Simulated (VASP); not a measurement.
**MnS: single point with PBEsol**

Crystal: MnS.

```xyz
4
Lattice="3.9760 0.0000 0.0000 -1.9880 3.4433 0.0000 0.0000 0.0000 6.4320" Properties=species:S:1:pos:R:3 pbc="T T T"
Mn    0.0000    2.2955    0.0000
Mn    1.9880    1.1478    3.2160
S     0.0000    2.2955    2.4763
S     1.9880    1.1478    5.6923
```

```
Program                : VASP 6.6.1
Task                   : single point
Functional             : PBEsol
Potentials or basis    : VASP PAW PBE potentials, release 64 (Mn_pv, S)
Cutoff                 : 520 eV
k mesh                 : 6 × 6 × 4
Occupations            : gaussian, width 0.1 eV
Spin                   : collinear spin, ferromagnetic start
Starting moments       : [4.0, 4.0, 0.0, 0.0] μB
Dipole correction      : no
Further INCAR settings : ALGO = Normal; EDIFF = 1e-06; NBANDS = 31
```

```
Pressure                                              : -1.7 GPa
Largest force                                         : 0.174 eV/Å
Net moment                                            : 9.89 μB per cell
Site moments                                          : Mn +4.33; S +0.09 μB
Valence electrons inside the program's atomic spheres : Mn 11.38; S 3.73
```

Forces on the atoms (eV/Å):
```
Mn   0.000  0.000  0.174
Mn   0.000  0.000  0.174
S    0.000  0.000 -0.174
S    0.000  0.000 -0.174
```

Stress tensor (GPa, compression positive):
```
-1.18  0.00  0.00
 0.00 -1.18  0.00
 0.00  0.00 -2.83
```

Levels at points of the mesh, in eV from the Fermi level:
Spin up:
```tsv
k point	band 21	band 22	band 23	band 24	band 25	band 26	band 27	band 28
(0.00, 0.00, 0.00)	-0.70	-0.01	0.23	0.23	0.89	2.50	5.62	5.62
(0.50, 0.00, 0.00)	-2.46	-2.20	-1.22	-0.91	3.33	3.50	4.18	6.22
(0.00, 0.00, 0.50)	-0.26	-0.26	-0.26	-0.26	2.49	2.49	5.43	5.43
(0.50, 0.00, 0.50)	-1.54	-1.54	-1.39	-1.39	2.92	2.92	4.85	4.85
```
Spin down:
```tsv
k point	band 12	band 13	band 14	band 15	band 16	band 17
(0.00, 0.00, 0.00)	-3.34	-3.34	-3.12	0.53	0.53	0.98
(0.50, 0.00, 0.00)	-3.42	-3.33	-3.22	0.03	0.38	0.63
(0.00, 0.00, 0.50)	-3.36	-3.36	-3.36	0.82	0.82	0.82
(0.50, 0.00, 0.50)	-3.33	-3.33	-3.33	0.51	0.51	0.88
```

Run time: 91 s on 1 thread of Intel(R) Xeon(R) Platinum 8488C (Sapphire Rapids), with other jobs on the host, peak memory 0.27 GiB.

Caveat: the PAW data sets were made with another functional, which shifts forces and pressure a little; semilocal functionals often make such compounds metallic where correlation or magnetic order opens a gap, which also shifts bond lengths; only a ferromagnetic start was run, and an antiferromagnetic order may lie lower in energy. With open d or f shells a metallic result of PBEsol can be an artefact of self-interaction; +U or a hybrid may open a gap.
